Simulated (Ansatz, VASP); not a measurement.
Two plane-wave programs on SnTe

File INCAR:

```
PREC     = Accurate       # precision mode
ENCUT    = 500            # plane-wave cutoff, eV
EDIFF    = 1E-6           # SCF threshold, eV
ISMEAR   = 0              # smearing method
SIGMA    = 0.05           # smearing width, eV
LREAL    = F              # projectors in reciprocal space
LASPH    = T              # aspherical terms in the spheres
NELM     = 120            # most SCF steps
ALGO     = Normal         # electronic algorithm
ISIF     = 2              # what is computed and relaxed
LWAVE    = F              # write WAVECAR
LCHARG   = F              # write CHGCAR
GGA      = PE             # functional
NBANDS   = 17             # bands
GGA_COMPAT= F
```

The input KPOINTS:

```
Automatic mesh
0
Gamma
  5 5 5
```

POSCAR

```
SnTe
1.0
    0.0000000000      3.2296212500      2.9990243902
    3.2296212500      0.0000000000      2.9990243902
    3.2296212500      3.2296212500      0.0000000000
Sn Te
1 1
Direct
    0.0000000000      0.0000000000      0.0000000000
    0.5000000000      0.5000000000      0.5000000000
```

Input for Ansatz:

```yaml
crystal:
  lattice:
    - [0.0, 3.2296212499999997, 2.999024390243903]
    - [3.2296212499999997, 0.0, 2.999024390243903]
    - [3.2296212499999997, 3.2296212499999997, 0.0]
  atoms:
    - { symbol: Sn, position: [0.0, 0.0, 0.0] }
    - { symbol: Te, position: [0.5, 0.5, 0.5] }
basis:
  ecutwfc: 510.0
kpoints:
  mp_grid:
    grid: [5, 5, 5]
hamiltonian:
  xc: pbe
scf:
  occupations:
    method: gaussian
    width: 0.05
output:
  stress: true
```

Alike in both runs: task single point; functional PBE; k mesh 5 × 5 × 5; occupations gaussian, width 0.05 eV; no spin polarisation.

```csv
,VASP,Ansatz
version,VASP 6.6.1,Ansatz 0.2.0
potentials or method,"VASP PAW PBE potentials, release 64 (Sn_d, Te), cutoff 500 eV","plane waves, PAW"
valence electrons in the cell,20,30
```

```csv
,VASP,Ansatz,Ansatz less VASP
pressure (GPa),2.9,3.0,+0.05
"traceless stress, the component that is largest in VASP (GPa)",7.53,7.52,-0.010
```

VASP's potentials hold 20 valence electrons a cell and Ansatz's 30, so a difference there can come from the potentials and not from the codes.

Neither program's run includes spin-orbit coupling.
